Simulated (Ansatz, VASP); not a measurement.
AgCl in VASP and in Ansatz

```
Ag Cl
1.0
     0.00000    2.77315    2.77315
     2.77315    0.00000    2.77315
     2.77315    2.77315    0.00000
Ag Cl
1 1
Direct
  0.50902 0.50902 0.49098
  0.00000 0.00000 0.00000
```

Alike in both runs: task electric field gradients; functional PBE; k mesh 9 × 9 × 9; occupations fermi-dirac, width 0.01 eV; no spin polarisation.

```csv
,VASP,Ansatz
version,VASP 6.6.1,Ansatz 0.2.0
potentials or method,"VASP PAW PBE potentials, release 64 (Ag, Cl)","PAW with Ansatz's default frozen-core files, scalar-relativistic"
plane-wave cutoff (eV),520,420
valence electrons in the cell,18,26
```

VASP gave:

* gap on the k mesh at the Fermi level (eV): 0.96
* pressure (GPa): 1.5
* traceless stress, the component that is largest in VASP (GPa): 0.08
* rms of the force components (eV/Å): 0.033
* size of Vzz on the site where it differs most (V/Å²): 1.0

**Question.** Which values does Ansatz return?

**Answer.** gap on the k mesh at the Fermi level (eV): 0.96; pressure (GPa): 1.7; traceless stress, the component that is largest in VASP (GPa): 0.08; rms of the force components (eV/Å): 0.034; size of Vzz on the site where it differs most (V/Å²): 0.8.

Atom by atom the forces differ by 0.001 eV/Å (rms over components). VASP's potentials hold 18 valence electrons a cell and Ansatz's 26, so a difference there can come from the potentials and not from the codes.
